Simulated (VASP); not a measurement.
# KBr in VASP: settings compared

KBr is run at these levels: r2SCAN, HSE06; tasks: single point.

All numbers are computed with VASP 6.6.1; they aren't measurements. Logs are shortened: lines on timing, memory, paths and dates and some standing lists are left out, and cuts for length are marked.

**1. The cell of the first run**

Symmetry: P4/mmm, No. 123, tetragonal system. The conventional cell has a = 3.976 Å, b = 3.976 Å, c = 4.076 Å, α = 90.00°, β = 90.00°, γ = 90.00°. K (site symmetry 4/mmm) has 8 Br at 3.47 Å and 6 K at 3.98 to 4.08 Å within 4.6 Å. Within 4.6 Å of Br (site symmetry 4/mmm) lie 8 K at 3.47 Å and 6 Br at 3.98 to 4.08 Å.

**2. Single point, r2SCAN (uniaxial x strain +2.5%)**

POSCAR reads:

```
KBr
1.0
    4.0761274564      0.0000000000      0.0000000000
    0.0000000000      3.9763217797      0.0000000000
    0.0000000000      0.0000000000      3.9763217797
K Br
1 1
Direct
    0.0000000000      0.0000000000      0.0000000000
    0.5000000000      0.5000000000      0.5000000000
```

INCAR.step1 reads:

```
PREC = Accurate
ENCUT = 520
ISMEAR = 0
SIGMA = 0.01
LREAL = False
LASPH = True
NELM = 100
NBANDS = 15
GGA = PE
ALGO = Normal
EDIFF = 1E-4
LWAVE = True
LCHARG = False
```

INCAR.step2 reads:

```
PREC = Accurate
ENCUT = 520
EDIFF = 1E-6
ISMEAR = 0
SIGMA = 0.01
LREAL = False
LASPH = True
NELM = 100
ALGO = Normal
ISIF = 2
LWAVE = False
LCHARG = False
METAGGA = R2SCAN
LMIXTAU = True
NBANDS = 15
ISTART = 1
```

KPOINTS reads:

```
Automatic mesh
0
Gamma
  6 6 6
```

Potentials or basis: VASP PAW PBE potentials, release 64 (K_sv, Br).

On the command line:

```console
> cat potpaw_PBE.64/K_sv/POTCAR potpaw_PBE.64/Br/POTCAR > POTCAR
> cp INCAR.step1 INCAR
> mpirun -np 1 vasp_std > vasp.out
> cp INCAR.step2 INCAR
> mpirun -np 1 vasp_std > vasp.out
```

OUTCAR:

```text
PREC = Accurate
   ENCUT = 520
   EDIFF = 1E-6
   ISMEAR = 0
   LREAL = False
   LASPH = True
   NELM = 100
   ISIF = 2
   METAGGA = R2SCAN
   ISTART = 1

 ion  position               nearest neighbor table
   1  0.000  0.000  0.000-
   2  0.500  0.500  0.500-

  LATTYP: Found a simple tetragonal cell.
 ALAT       =     3.9763217797
 C/A-ratio  =     1.0251000000

  Lattice vectors:

 A1 = (   0.0000000000,   3.9763217797,   0.0000000000)
 A2 = (   0.0000000000,   0.0000000000,   3.9763217797)
 A3 = (   4.0761274564,   0.0000000000,   0.0000000000)

Analysis of symmetry for initial positions (statically):
=====================================================================
 Subroutine PRICEL returns:
 Original cell was already a primitive cell.

 Routine SETGRP: Setting up the symmetry group for a
 simple tetragonal supercell.

 Subroutine GETGRP returns: Found 16 space group operations
 (whereof 16 operations were pure point group operations)
 out of a pool of 16 trial point group operations.

The static configuration has the point symmetry D_4h.

Analysis of symmetry for dynamics (positions and initial velocities):
=====================================================================
 Subroutine PRICEL returns:
 Original cell was already a primitive cell.

 Routine SETGRP: Setting up the symmetry group for a
 simple tetragonal supercell.

 Subroutine GETGRP returns: Found 16 space group operations
 (whereof 16 operations were pure point group operations)
 out of a pool of 16 trial point group operations.

The dynamic configuration has the point symmetry D_4h.

 Subroutine INISYM returns: Found 16 space group operations
 (whereof 16 operations are pure point group operations),
 and found     1 'primitive' translations

----------------------------------------------------------------------------------------

                                     Primitive cell

  volume of cell :      64.4482

  direct lattice vectors                    reciprocal lattice vectors
     4.076127456  0.000000000  0.000000000     0.245330896  0.000000000  0.000000000
     0.000000000  3.976321780  0.000000000     0.000000000  0.251488701  0.000000000
     0.000000000  0.000000000  3.976321780     0.000000000  0.000000000  0.251488701

  length of vectors
     4.076127456  3.976321780  3.976321780     0.245330896  0.251488701  0.251488701

  position of ions in fractional coordinates (direct lattice)
     0.000000000  0.000000000  0.000000000
     0.500000000  0.500000000  0.500000000

  ion indices of the primitive-cell ions
   primitive index   ion index
                 1           1
                 2           2

----------------------------------------------------------------------------------------

 KPOINTS: Automatic mesh

Automatic generation of k-mesh.
 Grid dimensions read from file:
 generate k-points for:    6    6    6

 Generating k-lattice:

  Cartesian coordinates                     Fractional coordinates (reciprocal lattice)
     0.040888483  0.000000000  0.000000000     0.166666667  0.000000000  0.000000000
     0.000000000  0.041914784  0.000000000     0.000000000  0.166666667  0.000000000
     0.000000000  0.000000000  0.041914784     0.000000000  0.000000000  0.166666667

  Length of vectors
     0.040888483  0.041914784  0.041914784

  Shift w.r.t. Gamma in fractional coordinates (k-lattice)
     0.000000000  0.000000000  0.000000000

 Subroutine IBZKPT returns following result:
 ===========================================

 Found     40 irreducible k-points:

 Following reciprocal coordinates:
            Coordinates               Weight
  0.000000  0.000000  0.000000      1.000000
  0.166667  0.000000  0.000000      2.000000
  0.333333  0.000000  0.000000      2.000000
  0.500000  0.000000  0.000000      1.000000
  0.000000  0.166667  0.000000      4.000000
  0.166667  0.166667  0.000000      8.000000
[... 16 lines left out ...]
  0.333333  0.333333  0.166667     16.000000
  0.500000  0.333333  0.166667      8.000000
 [... further k-points ...]
   k-points           NKPTS =     40   k-points in BZ     NKDIM =     40   number of bands    NBANDS=     15
   number of dos      NEDOS =    301   number of ions     NIONS =      2
   total plane-waves  NPLWV =  27000
   dimension x,y,z NGX =    30 NGY =   30 NGZ =   30
   dimension x,y,z NGXF=    60 NGYF=   60 NGZF=   60
   ions per type =               1   1
   NGX,Y,Z   is equivalent  to a cutoff of  12.24, 12.54, 12.54 a.u.
   NGXF,Y,Z  is equivalent  to a cutoff of  24.47, 25.09, 25.09 a.u.
 SYSTEM =  unknown system
   PREC   = accura    normal or accurate (medium, high low for compatibility)
   ISTART =      1    job   : 0-new  1-cont  2-samecut
   ICHARG =      0    charge: 1-file 2-atom 10-const
   ISPIN  =      1    spin polarized calculation?
   LNONCOLLINEAR =      F non collinear calculations
   LSORBIT =      F    spin-orbit coupling
   LASPH  =      T    aspherical Exc in radial PAW
   ENCUT  =  520.0 eV  38.22 Ry    6.18 a.u.   7.58  7.39  7.39*2*pi/ulx,y,z
   NELM   =    100;   NELMIN=  2; NELMDL=  0     # of ELM steps
   EDIFF  = 0.1E-05   stopping-criterion for ELM
   LREAL  =      F    real-space projection
   EDIFFG = 0.1E-04   stopping-criterion for IOM
   NSW    =      0    number of steps for IOM
   IBRION =     -1    ionic relax: 0-MD 1-quasi-New 2-CG
   NFREE  =      0    steps in history (QN), initial steepest desc. (CG)
   ISIF   =      2    stress and relaxation
   ISYM   =      2    0-nonsym 1-usesym 2-fastsym
   POTIM  = 0.5000    time-step for ionic-motion
   TEBEG  =    0.0;   TEEND  =   0.0 temperature during run
   PSTRESS=    0.0 pullay stress
   NELECT =      16.0000    total number of electrons
   NUPDOWN=      -1.0000    fix difference up-down
   EMIN   =  10.00;   EMAX   =-10.00  energy-range for DOS
   EFERMI =   0.00;   METHOD = LEGACY
   ISMEAR =     0;   SIGMA  =   0.01  broadening in eV -4-tet -1-fermi 0-gaus
   EFERMI_NEDOS =   21; number of points for ismear=-14 and -15
   IALGO  =     38    algorithm
   IMIX   =      4    mixing-type and parameters
     AMIX     =   0.40;   BMIX     =  1.00
     AMIX_MAG =   1.60;   BMIX_MAG =  1.00
  volume/ion in A,a.u.               =      32.22       217.46
  Fermi-wavevector in a.u.,A,eV,Ry     =   1.028911  1.944360 14.403920  1.058658
  Thomas-Fermi vector in A             =   2.162932
   LORBIT       =      0    0 simple, 1 ext, 2 COOP (PROOUT), +10 PAW based schemes
   METAGGA = R2SCAN    functional components
   LHFCALC =     F    Hartree Fock is set to
   AEXX    =    0.0000 exact exchange contribution
   IVDW    =     0    specifies the selected vdW correction
   LEPSILON=     F    determine dielectric tensor
   LRPA    =     F    only Hartree local field effects (RPA)
 non-spin polarized calculation
 Gauss-broadening in eV      SIGMA  =   0.01
  energy-cutoff  :      520.00
  volume of cell :       64.45
 maximum number of plane-waves:      1779
   NGX = 15   NGY = 15   NGZ = 15

 number of electron      15.9999998 magnetization

 Free energy of the ion-electron system (eV)
  ---------------------------------------------------
  ext. energy  EPLUGINS =         0.00000000
  ---------------------------------------------------
  free energy    TOTEN  =       -23.13845053 eV

  energy without entropy =      -23.13845053  energy(sigma->0) =      -23.13845053

 E-fermi :  -0.8643     XC(G=0):  -8.3079

 val. band max:       -0.9737936293   @ k =   0.5000   0.5000   0.0000
 cond. band min:       3.6571712794   @ k =   0.0000   0.0000   0.0000
 fundamental gap:      4.6309649086
 Fermi energy:        -0.8643025480

 k-point     1 :       0.0000    0.0000    0.0000
  band No.  band energies     occupation
      1     -30.7996      2.00000
      2     -14.2903      2.00000
      3     -13.4542      2.00000
      4     -13.4514      2.00000
      5     -13.4514      2.00000
      6      -1.3895      2.00000
      7      -1.2356      2.00000
      8      -1.2356      2.00000
      9       3.6572      0.00000
     10       5.3168      0.00000
     11       5.4230      0.00000
     12       9.4345      0.00000
     13       9.4345      0.00000
     14       9.5960      0.00000
     15      12.0314      0.00000

 k-point     2 :       0.1667    0.0000    0.0000
  band No.  band energies     occupation
      1     -30.7973      2.00000
      2     -14.3396      2.00000
      3     -13.4470      2.00000
      4     -13.4470      2.00000
      5     -13.3947      2.00000
      6      -1.9002      2.00000
      7      -1.2325      2.00000
      8      -1.2325      2.00000
      9       4.2936      0.00000
     10       5.6339      0.00000
     11       5.8634      0.00000
     12       9.3935      0.00000
     13       9.3935      0.00000
     14       9.7085      0.00000
     15      11.0703      0.00000

 k-point     3 :       0.3333    0.0000    0.0000
  band No.  band energies     occupation
      1     -30.7928      2.00000
      2     -14.4286      2.00000
      3     -13.4380      2.00000
      4     -13.4380      2.00000
      5     -13.2823      2.00000
      6      -2.6929      2.00000
      7      -1.2266      2.00000
      8      -1.2266      2.00000
      9       5.4911      0.00000
     10       6.2153      0.00000
     11       7.0075      0.00000
     12       9.4471      0.00000
     13       9.4471      0.00000
     14       9.4959      0.00000
     15       9.9659      0.00000
[... 343 lines left out ...]
 k-point    23 :       0.3333    0.3333    0.1667
  band No.  band energies     occupation
      1     -30.7815      2.00000
      2     -14.1878      2.00000
      3     -13.5549      2.00000
      4     -13.4728      2.00000
      5     -13.3951      2.00000
      6      -2.3667      2.00000
      7      -2.2397      2.00000
      8      -1.5176      2.00000
      9       5.9461      0.00000
     10       7.0561      0.00000
     11       7.6109      0.00000
     12       7.7433      0.00000
     13       8.7529      0.00000
     14       9.1148      0.00000
     15      11.1268      0.00000

 k-point    24 :       0.5000    0.3333    0.1667
  band No.  band energies     occupation
      1     -30.7795      2.00000
      2     -14.1257      2.00000
      3     -13.5637      2.00000
      4     -13.4634      2.00000
      5     -13.4618      2.00000
      6      -2.5643      2.00000
      7      -2.2241      2.00000
      8      -1.4781      2.00000
      9       5.6463      0.00000
     10       7.1457      0.00000
     11       7.4105      0.00000
     12       7.9993      0.00000
     13       9.1433      0.00000
     14       9.5265      0.00000
     15      10.7241      0.00000

 [... further k-points ...]

------------------------ aborting loop because EDIFF is reached ----------------------------------------

  FORCE on cell =-STRESS in cart. coord.  units (eV):
  Direction    XX          YY          ZZ          XY          YZ          ZX
  --------------------------------------------------------------------------------------
  -------------------------------------------------------------------------------------
  Total       -0.4366904     -0.0527815     -0.0527815      0.0000000      0.0000000      0.0000000
  in kB      -10.8560900     -1.3121441     -1.3121441      0.0000000      0.0000000      0.0000000
  external PRESSURE =      -4.4934594 kB  Pullay stress =       0.0000000 kB

 VOLUME and BASIS-vectors are now :
 -----------------------------------------------------------------------------
  energy-cutoff  :      520.00
  volume of cell :       64.45
      direct lattice vectors                 reciprocal lattice vectors
     4.076127456  0.000000000  0.000000000     0.245330896  0.000000000  0.000000000
     0.000000000  3.976321780  0.000000000     0.000000000  0.251488701  0.000000000
     0.000000000  0.000000000  3.976321780     0.000000000  0.000000000  0.251488701

 POSITION                                       TOTAL-FORCE (eV/Angst)
 -----------------------------------------------------------------------------------
      0.00000      0.00000      0.00000         0.000000      0.000000      0.000000
      2.03806      1.98816      1.98816         0.000000      0.000000      0.000000
 -----------------------------------------------------------------------------------
    total drift:                                0.000000      0.000000     -0.000000

  FREE ENERGIE OF THE ION-ELECTRON SYSTEM (eV)
  ---------------------------------------------------
  free  energy   TOTEN  =       -23.1384505317 eV

  energy  without entropy=      -23.1384505317  energy(sigma->0) =      -23.13845053
```

Run time: 1.8 min. Hardware: 1 thread of Intel Xeon Platinum 8259CL at 2.50GHz (Skylake/Cascade Lake), shared host; peak memory 0.19 GiB.

Results:

| Property | Result |
| --- | --- |
| Free energy | -23.1385 eV |
| Pressure | -0.4 GPa |
| Band gap on the k mesh | 4.63 eV, indirect (least direct gap 4.89 eV) |

Caveat: the cell differs from its parent crystal (uniaxial x strain +2.5%); the PAW data sets were made with another functional, which shifts forces and pressure a little. A k mesh can miss the band edges.

**3. Single point, HSE06 (shear xy strain +1.6%)**

POSCAR reads:

```
KBr
1.0
    3.9763217797      0.0324070225      0.0000000000
    0.0324070225      3.9763217797      0.0000000000
    0.0000000000      0.0000000000      3.9763217797
K Br
1 1
Direct
    0.0000000000      0.0000000000      0.0000000000
    0.5000000000      0.5000000000      0.5000000000
```

INCAR.step1 reads:

```
ALGO = Normal
EDIFF = 1E-5
ENCUT = 520
GGA = PE
ISIF = 2
ISMEAR = 0
LASPH = True
LCHARG = False
LREAL = False
LWAVE = True
NBANDS = 15
NELM = 100
PREC = Accurate
SIGMA = 0.01
```

INCAR.step2 reads:

```
ALGO = Normal
EDIFF = 1E-6
ENCUT = 520
GGA = PE
HFSCREEN = 0.2079
ISIF = 2
ISMEAR = 0
ISTART = 1
LASPH = True
LCHARG = False
LHFCALC = True
LREAL = False
LWAVE = False
NBANDS = 15
NELM = 100
PREC = Accurate
PRECFOCK = Normal
SIGMA = 0.01
```

KPOINTS reads:

```
k-points
0
Gamma
  4 4 4
```

Potentials or basis: VASP PAW PBE potentials, release 64 (K_sv, Br).

On the command line:

```console
> cat potpaw_PBE.64/K_sv/POTCAR potpaw_PBE.64/Br/POTCAR > POTCAR
> cp INCAR.step1 INCAR
> mpirun -np 1 vasp_std > vasp.out
> cp INCAR.step2 INCAR
> mpirun -np 1 vasp_std > vasp.out
```

It took 11 min on 1 thread of Intel Xeon Platinum 8259CL at 2.50GHz (Skylake/Cascade Lake), shared host; peak memory 0.29 GiB.

The run converged. Its results:

* Free energy: -7.0228 eV
* Pressure: 0.5 GPa
* Band gap on the k mesh: 5.19 eV, indirect (least direct gap 5.48 eV)

Stress tensor (GPa, compression positive):
```
 0.52 -0.08  0.00
-0.08  0.52  0.00
 0.00  0.00  0.52
```

Levels at points of the mesh, in eV from the valence-band top:
```csv
k point,band 4,band 5,band 6,band 7,band 8,band 9,band 10,band 11,band 12,band 13
"(0.00, 0.00, 0.00)",-12.91,-12.91,-0.31,-0.30,-0.29,5.19,7.04,7.05,11.39,11.43
"(0.50, 0.00, 0.00)",-12.89,-12.70,-2.22,-0.27,-0.27,7.89,8.61,9.30,10.14,11.50
"(0.50, 0.50, 0.00)",-13.08,-12.87,-1.62,-1.58,0.00,6.42,7.87,9.53,9.55,11.93
"(0.00, 0.00, 0.50)",-12.89,-12.70,-2.22,-0.30,-0.24,7.89,8.61,9.30,10.14,11.42
"(0.50, 0.00, 0.50)",-13.08,-12.87,-1.60,-1.60,0.00,6.42,7.87,9.54,9.54,12.00
"(0.50, 0.50, 0.50)",-13.04,-13.03,-1.66,-1.65,-1.64,8.63,8.71,8.78,11.17,11.25
```

Caveat: the cell differs from its parent crystal (shear xy strain +1.6%); the PAW data sets were made with another functional, which shifts forces and pressure a little. A k mesh can miss the band edges.
